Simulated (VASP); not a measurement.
# Sb (P6_3/mmc) in VASP: further runs

The runs below take Sb through single point, with PBEsol+D4, PBEsol.

Everything below comes from runs of VASP 6.6.1. Logs are shortened: lines on timing, memory, paths and dates and some standing lists are left out, and cuts for length are marked.

**1. The cell of the first run**

The structure is hexagonal, space group P6_3/mmc (No. 194). The conventional cell has a = 3.295 Å, b = 3.295 Å, c = 5.366 Å, α = 90.00°, β = 90.00°, γ = 120.00°. Within 4.3 Å of Sb (site symmetry -6m2) lie 12 Sb at 3.29 Å.

**2. Single point, PBEsol+D4**

The input, INCAR:

```
  PREC = Accurate
  ENCUT = 520
  EDIFF = 1E-7
  ISMEAR = -1
  SIGMA = 0.05
  LREAL = False
  LASPH = True
  NELM = 100
  ALGO = Normal
  ISIF = 2
  LWAVE = False
  LCHARG = True
  GGA = PS
  IVDW = 13
  LELF = True
  LVHAR = True
  NBANDS = 12
```

The input, KPOINTS:

```
regular mesh
0
Gamma
  9 9 5
```

The input, POSCAR:

```
Sb
1.0
    3.2945618610      0.0000000000      0.0000000000
   -1.6472809305      2.8531742660      0.0000000000
    0.0000000000      0.0000000000      5.3661762501
Sb
2
Direct
    0.6666666667      0.3333333333      0.7500000000
    0.3333333333      0.6666666667      0.2500000000
```

Potentials or basis: VASP PAW PBE potentials, release 64 (Sb).

Launch:

```
$ cat potpaw_PBE.64/Sb/POTCAR > POTCAR
$ mpirun -np 1 vasp_std > vasp.out
```

OUTCAR:

```text
PREC = Accurate
   ENCUT = 520
   EDIFF = 1E-7
   ISMEAR = -1
   LREAL = False
   LASPH = True
   NELM = 100
   ISIF = 2
   GGA = PS
   IVDW = 13

 ion  position               nearest neighbor table
   1  0.667  0.333  0.750-   2 3.29   2 3.29   2 3.29   2 3.29   2 3.29   2 3.29
   2  0.333  0.667  0.250-   1 3.29   1 3.29   1 3.29   1 3.29   1 3.29   1 3.29

  LATTYP: Found a hexagonal cell.
 ALAT       =     3.2945618610
 C/A-ratio  =     1.6287981457

  Lattice vectors:

 A1 = (   3.2945618610,   0.0000000000,   0.0000000000)
 A2 = (  -1.6472809305,   2.8531742660,   0.0000000000)
 A3 = (   0.0000000000,   0.0000000000,   5.3661762501)

Analysis of symmetry for initial positions (statically):
=====================================================================
 Subroutine PRICEL returns:
 Original cell was already a primitive cell.

 Routine SETGRP: Setting up the symmetry group for a
 hexagonal supercell.

 Subroutine GETGRP returns: Found 24 space group operations
 (whereof 12 operations were pure point group operations)
 out of a pool of 24 trial point group operations.

The static configuration has the point symmetry D_3d.
 The point group associated with its full space group is D_6h.

Analysis of symmetry for dynamics (positions and initial velocities):
=====================================================================
 Subroutine PRICEL returns:
 Original cell was already a primitive cell.

 Routine SETGRP: Setting up the symmetry group for a
 hexagonal supercell.

 Subroutine GETGRP returns: Found 24 space group operations
 (whereof 12 operations were pure point group operations)
 out of a pool of 24 trial point group operations.

The dynamic configuration has the point symmetry D_3d.
 The point group associated with its full space group is D_6h.

 Subroutine INISYM returns: Found 24 space group operations
 (whereof 12 operations are pure point group operations),
 and found     1 'primitive' translations

----------------------------------------------------------------------------------------

                                     Primitive cell

  volume of cell :      50.4418

  direct lattice vectors                    reciprocal lattice vectors
     3.294561861  0.000000000  0.000000000     0.303530497  0.175243414  0.000000000
    -1.647280931  2.853174266  0.000000000     0.000000000  0.350486829  0.000000000
     0.000000000  0.000000000  5.366176250     0.000000000  0.000000000  0.186352433

  length of vectors
     3.294561861  3.294561861  5.366176250     0.350486829  0.350486829  0.186352433

[... 90 lines left out ...]
   PSTRESS=    0.0 pullay stress
   NELECT =      10.0000    total number of electrons
   NUPDOWN=      -1.0000    fix difference up-down
   EMIN   =  10.00;   EMAX   =-10.00  energy-range for DOS
   EFERMI =   0.00;   METHOD = LEGACY
   ISMEAR =    -1;   SIGMA  =   0.05  broadening in eV -4-tet -1-fermi 0-gaus
   EFERMI_NEDOS =   21; number of points for ismear=-14 and -15
   IALGO  =     38    algorithm
   IMIX   =      4    mixing-type and parameters
     AMIX     =   0.40;   BMIX     =  1.00
     AMIX_MAG =   1.60;   BMIX_MAG =  1.00
  volume/ion in A,a.u.               =      25.22       170.20
  Fermi-wavevector in a.u.,A,eV,Ry     =   0.954578  1.803890 12.397877  0.911218
  Thomas-Fermi vector in A             =   2.083337
   LORBIT       =      0    0 simple, 1 ext, 2 COOP (PROOUT), +10 PAW based schemes
   GGA     = PS    functional components
   LHFCALC =     F    Hartree Fock is set to
   AEXX    =    0.0000 exact exchange contribution
   IVDW    =    13    specifies the selected vdW correction
   LEPSILON=     F    determine dielectric tensor
   LRPA    =     F    only Hartree local field effects (RPA)
 non-spin polarized calculation
  energy-cutoff  :      520.00
  volume of cell :       50.44
 maximum number of plane-waves:      1370
 NGX is ok and might be reduce to    28
   NGX = 13   NGY = 13   NGZ = 19

 number of electron      10.0000000 magnetization

 Free energy of the ion-electron system (eV)
  ---------------------------------------------------
  ext. energy  EPLUGINS =         0.00000000
  ---------------------------------------------------
  free energy    TOTEN  =        -8.67946233 eV

  energy without entropy =       -8.66975838  energy(sigma->0) =       -8.67461035

 E-fermi :   9.1599     XC(G=0): -10.6188

 val. band max:        9.1275650421   @ k =   0.2222   0.0000   0.4000
 cond. band min:       9.2377246964   @ k =   0.1111   0.1111   0.0000
 fundamental gap:      0.1101596542
 Fermi energy:         9.1599078388

 k-point     1 :       0.0000    0.0000    0.0000
  band No.  band energies     occupation
      1      -4.2178      2.00000
      2      -0.0544      2.00000
      3       2.9943      2.00000
      4      13.1059      0.00000
      5      13.1059      0.00000
      6      14.8756      0.00000
      7      14.8756      0.00000
      8      15.2016      0.00000
      9      17.2336      0.00000
     10      18.2804      0.00000
     11      19.4878      0.00000
     12      19.4878      0.00000
[... 331 lines left out ...]
 k-point    24 :       0.3333    0.3333    0.2000
  band No.  band energies     occupation
      1       1.1189      2.00000
      2       1.1189      2.00000
      3       4.6548      2.00000
      4       5.8233      2.00000
      5       5.8233      2.00000
      6       7.4469      2.00000
      7       9.9928      0.00000
      8       9.9928      0.00000
      9      13.7020      0.00000
     10      20.0340      0.00000
     11      20.0340      0.00000
     12      21.7715      0.00000

 [... further k-points ...]

------------------------ aborting loop because EDIFF is reached ----------------------------------------

  DFT-D4 for vdW energy calculation

  Edisp (eV):   -0.69474

  FORCE on cell =-STRESS in cart. coord.  units (eV):
  Direction    XX          YY          ZZ          XY          YZ          ZX
  --------------------------------------------------------------------------------------
  -------------------------------------------------------------------------------------
  Total      -0.01202    -0.01202     0.01650     0.00000     0.00000    -0.00000
  in kB      -0.38166    -0.38166     0.52424     0.00000     0.00000    -0.00000
  external pressure =       -0.08 kB  Pullay stress =        0.00 kB

 VOLUME and BASIS-vectors are now :
 -----------------------------------------------------------------------------
  energy-cutoff  :      520.00
  volume of cell :       50.44
      direct lattice vectors                 reciprocal lattice vectors
     3.294561861  0.000000000  0.000000000     0.303530497  0.175243414  0.000000000
    -1.647280931  2.853174266  0.000000000     0.000000000  0.350486829  0.000000000
     0.000000000  0.000000000  5.366176250     0.000000000  0.000000000  0.186352433

 POSITION                                       TOTAL-FORCE (eV/Angst)
 -----------------------------------------------------------------------------------
      1.64728      0.95106      4.02463        -0.000000      0.000000      0.000000
     -0.00000      1.90212      1.34154         0.000000      0.000000      0.000000
 -----------------------------------------------------------------------------------
    total drift:                                0.000000     -0.000000      0.000000

  FREE ENERGIE OF THE ION-ELECTRON SYSTEM (eV)
  ---------------------------------------------------
  free  energy   TOTEN  =        -9.3742060521 eV

  energy  without entropy=       -9.3645020992  energy(sigma->0) =       -9.36935408
```

Run time: 13 s. Hardware: 1 thread of Intel Xeon 6975P-C, shared host; peak memory 0.18 GiB.

Results:

```
Free energy                : -9.3742 eV
Pressure                   : 0.0 GPa
Band gap on the k mesh     : zero (band 5 reaches 13.71 eV, above the bottom of band 6 at 6.28 eV)
Dispersion energy per atom : -0.347 eV
```

Stress tensor (GPa, compression positive):
```
-0.04  0.00  0.00
 0.00 -0.04  0.00
 0.00  0.00  0.05
```

Caveat: the PAW data sets were made with another functional, which shifts forces and pressure a little; spin-orbit coupling is left out, which moves the levels of the heavy elements; pairwise dispersion overbinds metals, which lowers pressure and volume.

**3. Single point, PBEsol**

The input, INCAR:

```
  ALGO = Normal
  EDIFF = 1E-6
  ENCUT = 520
  GGA = PS
  ISIF = 2
  ISMEAR = -1
  LASPH = True
  LCHARG = False
  LREAL = False
  LWAVE = False
  NBANDS = 12
  NELM = 60
  PREC = Accurate
  SIGMA = 0.05
```

The input, KPOINTS:

```
k-points
0
Gamma
  9 9 5
```

The input, POSCAR:

```
Sb
1.0
    3.2967907041      0.0000000000      0.0000000000
   -1.6483953521      2.8551045007      0.0000000000
    0.0000000000      0.0000000000      5.3694620183
Sb
2
Direct
    0.6666666667      0.3333333333      0.7500000000
    0.3333333333      0.6666666667      0.2500000000
```

Potentials or basis: VASP PAW PBE potentials, release 64 (Sb).

Launch:

```
$ cat potpaw_PBE.64/Sb/POTCAR > POTCAR
$ mpirun -np 1 vasp_std > vasp.out
```

It took 9.8 s on 1 thread of Intel Xeon 6975P-C, shared host; peak memory 0.18 GiB.

The run converged. Its results:

```
Free energy            : -8.6807 eV
Pressure               : 2.0 GPa
Band gap on the k mesh : zero (band 5 reaches 13.67 eV, above the bottom of band 6 at 6.26 eV)
```

Stress tensor (GPa, compression positive):
```
1.95 0.00 0.00
0.00 1.95 0.00
0.00 0.00 2.05
```

Levels at points of the mesh, in eV from the Fermi level:
| k point | band 2 | band 3 | band 4 | band 5 | band 6 | band 7 | band 8 | band 9 |
| --- | --- | --- | --- | --- | --- | --- | --- | --- |
| (0.00, 0.00, 0.00) | -9.21 | -6.15 | 3.94 | 3.94 | 5.70 | 5.70 | 6.03 | 8.06 |

Caveat: the PAW data sets were made with another functional, which shifts forces and pressure a little; spin-orbit coupling is left out, which moves the levels of the heavy elements.
